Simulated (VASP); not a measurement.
Wanted: the native input for a VASP 6.6.1 run.

```yaml
Task: relaxation of cell and atoms
Functional: PBE
Dispersion: D3(BJ)
Potentials_or_basis: VASP PAW PBE potentials, release 64 (Hf_pv, Pd, Se, Br, O)
Cutoff: 600 eV
k_mesh: 3 × 3 × 2
Occupations: fermi-dirac, width 0.05 eV
Spin: no spin polarisation
Dipole_correction: no
Further_INCAR_settings: ALGO = Normal; EDIFF = 1e-06; IBRION = 2; EDIFFG = -0.02; NSW = 80; ISIF = 3
```

The structure of Hf2Pd2Se2Br2O3 lies in POSCAR:

```
Hf2Pd2Se2Br2O3
1.0
    5.7606900000      0.0049600000     -0.0028600000
   -0.5275000000      5.8466400000      0.0341300000
   -1.4843500000     -0.9264200000      6.6458600000
Hf Pd Se Br O
2 2 2 2 3
Direct
    0.7454000000      0.3960200000      0.3498900000
    0.2876300000      0.4532200000      0.5940100000
    0.9085400000      0.1329400000      0.8484900000
    0.2524900000      0.9032300000      0.3587400000
    0.6346900000      0.4035500000      0.9371600000
    0.6259700000      0.7817400000      0.5302300000
    0.8527300000      0.9908900000      0.1535500000
    0.2252600000      0.8208400000      0.8622300000
    0.9604000000      0.2892500000      0.5902600000
    0.4323300000      0.2452400000      0.4086400000
    0.0745700000      0.5830800000      0.3668200000
```

The input as run:

INCAR

```
SYSTEM = Hf2Pd2Se2Br2O3
PREC = Accurate
ENCUT = 600
EDIFF = 1E-6
ISMEAR = -1
SIGMA = 0.05
LREAL = .False.
LASPH = .True.
NELM = 80
ALGO = Normal
ISIF = 3
LWAVE = .False.
LCHARG = .False.
GGA = PE
IVDW = 12
IBRION = 2
NSW = 80
EDIFFG = -0.02
```

KPOINTS

```
regular mesh
0
Gamma
  3 3 2
  0 0 0
```

Potentials or basis: VASP PAW PBE potentials, release 64 (Hf_pv, Pd, Se, Br, O).

Run with:

```bash
$ cat potpaw_PBE.64/Hf_pv/POTCAR potpaw_PBE.64/Pd/POTCAR potpaw_PBE.64/Se/POTCAR potpaw_PBE.64/Br/POTCAR potpaw_PBE.64/O/POTCAR > POTCAR
$ mpirun -np 1 vasp_std > vasp.out
```

It gave:

| Property | Result |
| --- | --- |
| Relaxed volume | 19.52 Å³/atom |
| Relaxed cell | a = 5.698 Å, b = 5.801 Å, c = 6.757 Å, α = 96.95°, β = 102.64°, γ = 95.20° |
| Space group after relaxing (to 0.1 Å) | P1 (No. 1) |
| Energy gained by relaxing | 7.8 meV/atom |
| Ionic steps | 19 |
| Pressure after relaxing | 0.0 GPa |
| Largest force after relaxing | 0.015 eV/Å |
| Band gap on the k mesh | 0.21 eV (least direct gap 0.48 eV) |
| Dispersion energy per atom | -0.295 eV |

Caveat: the k points lie up to 0.48 Å⁻¹ apart in the final cell; spin-orbit coupling is left out, which moves the levels of the heavy elements; an odd mesh through Γ misses points on the zone boundary, where band edges can lie.

Run time: 36 min on 1 thread of Oxide Virtual Turin-like Processor, on a shared host, peak memory 0.45 GiB.
